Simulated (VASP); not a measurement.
Runs of VASP 6.6.1 on LaYN2. The structure is that of space group P4/nmm (No. 129), or close to it. The cells are those of the table. 

```tsv
task	cell	k mesh	cutoff (eV)	gap on the mesh (eV)	pressure (GPa)	relaxed volume (Å³/atom)	largest force (eV/Å)
single point	a = 3.925, b = 3.925, c = 8.590 Å, 8 atoms	10 × 10 × 6	520	none	(a)	-	0.10
single point	a = 3.916, b = 3.916, c = 8.639 Å, 8 atoms	4 × 4 × 2	520	none	0.2	-	0.10
relaxation of cell and atoms	relaxed from a = 3.843, b = 3.843, c = 8.256 Å, 8 atoms	4 × 4 × 2	600	none	0.0	16.57	0.02
relaxation of cell and atoms	relaxed from a = 3.916, b = 3.916, c = 8.639 Å, 8 atoms	10 × 10 × 6	600	none	0.0	16.50	0.01
```

Alike in all rows: level PBE; potentials or basis VASP PAW PBE potentials, release 64 (La, Y_sv, N); no spin polarisation; smearing gaussian 0.1 eV.

Task: Estimate the missing entries.

Result: (a) -0.1.

Caveats: some runs use coarse meshes; spin-orbit coupling is left out, which moves the levels of the heavy elements.

A k mesh can miss the band edges, and the runs leave out spin-orbit coupling on La, Y.

A gap of «none» marks levels without a gap at the run's occupations.
